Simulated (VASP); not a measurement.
Set up this calculation in VASP 6.6.1, as the native input.

* Task: relaxation of the atoms
* Functional: PBEsol
* Potentials or basis: VASP PAW PBE potentials, release 64 (Al, Ga_d, N)
* Cutoff: 520 eV
* k mesh: 6 × 6 × 6
* Occupations: gaussian, width 0.02 eV
* Spin: no spin polarisation
* Dipole correction: no
* Further INCAR settings: ALGO = Normal; EDIFF = 1e-07; IBRION = 2; EDIFFG = -0.008; NSW = 60

The structure of Al3GaN4 lies in POSCAR:

```
Al3GaN4
1.0
    4.5392046910      0.0000000000      0.0000000000
    0.0000000000      4.5392046910      0.0000000000
    0.0000000000      0.0000000000      4.5392046910
Al Ga N
3 1 4
Direct
    0.5000000000      0.5000000000      0.0000000000
    0.5000000000      0.0000000000      0.5000000000
    0.0000000000      0.5000000000      0.5000000000
    0.0000000000      0.0000000000      0.0000000000
    0.7447077177      0.7447077177      0.2552922823
    0.7447077177      0.2552922823      0.7447077177
    0.2552922823      0.7447077177      0.7447077177
    0.2552922823      0.2552922823      0.2552922823
```

This cell differs from its parent crystal: equal strain along all axes, cell held: +3.0 %.

One way to write it, as run:

INCAR

```
SYSTEM = Al3GaN4
PREC = Accurate
ENCUT = 520
EDIFF = 1E-7
ISMEAR = 0
SIGMA = 0.02
LREAL = .FALSE.
LASPH = .TRUE.
NELM = 100
ALGO = Normal
ISIF = 2
LWAVE = .FALSE.
LCHARG = .FALSE.
GGA = PS
IBRION = 2
NSW = 60
EDIFFG = -0.008
```

KPOINTS

```
Automatic mesh
0
G
  6 6 6
  0 0 0
```

Potentials or basis: VASP PAW PBE potentials, release 64 (Al, Ga_d, N).

Launch:

```bash
$ cat potpaw_PBE.64/Al/POTCAR potpaw_PBE.64/Ga_d/POTCAR potpaw_PBE.64/N/POTCAR > POTCAR
$ mpirun -np 1 vasp_std > vasp.out
```

Results of the run:

* Pressure after relaxing: -14.7 GPa
* Band gap on the k mesh: 2.74 eV, direct

Caveat: the cell differs from its parent crystal (equal strain along all axes, cell held: +3.0 %); the relaxation stopped at its first step, so nothing moved; the PAW data sets were made with another functional, which shifts forces and pressure a little.

Wall time 25 s on 1 thread of AMD EPYC 9R45 (Zen 5) (shared host), peak memory 0.19 GiB.
